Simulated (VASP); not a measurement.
BeC: single point with PBE

The system is BeC.

```
CELL_PARAMETERS angstrom
3.18757 0.00000 0.00000
-1.59378 2.76051 0.00000
0.00000 0.00000 3.69753
ATOMIC_POSITIONS crystal
Be 0.33333 0.66667 0.75000
Be 0.66667 0.33333 0.25000
C 0.33333 0.66667 0.25000
C 0.66667 0.33333 0.75000
```

- Program: VASP 6.6.1
- Task: single point
- Functional: PBE
- Potentials or basis: VASP PAW PBE potentials, release 64 (Be, C)
- Cutoff: 520 eV
- k mesh: 6 × 6 × 6
- Occupations: gaussian, width 0.1 eV
- Spin: no spin polarisation

* Pressure: 0.2 GPa
* Band gap on the k mesh: zero (band 6 reaches 6.67 eV, above the bottom of band 7 at 4.06 eV)

Stress tensor (GPa, compression positive):
```
0.17 0.00 0.00
0.00 0.17 0.00
0.00 0.00 0.35
```

Levels at points of the mesh, in eV from the Fermi level:
```csv
k point,band 2,band 3,band 4,band 5,band 6,band 7,band 8,band 9,band 10,band 11
"(0.00, 0.00, 0.00)",-6.92,-6.33,-1.96,-1.96,1.73,1.73,2.22,7.75,8.10,8.10
"(0.50, 0.00, 0.00)",-10.08,-3.91,-3.83,-3.16,-1.51,-0.89,1.49,6.32,12.02,12.85
"(0.00, 0.00, 0.50)",-12.20,-0.20,-0.20,-0.20,-0.20,0.33,0.33,8.77,8.77,8.77
"(0.50, 0.00, 0.50)",-10.46,-5.80,-5.80,-1.75,-1.75,1.64,1.64,9.13,9.13,11.63
```

Run time: 5 s on 1 thread of Intel(R) Xeon(R) 6975P-C (Granite Rapids), with other jobs on the host, peak memory 0.13 GiB.

Caveat: the k points lie up to 0.38 Å⁻¹ apart.
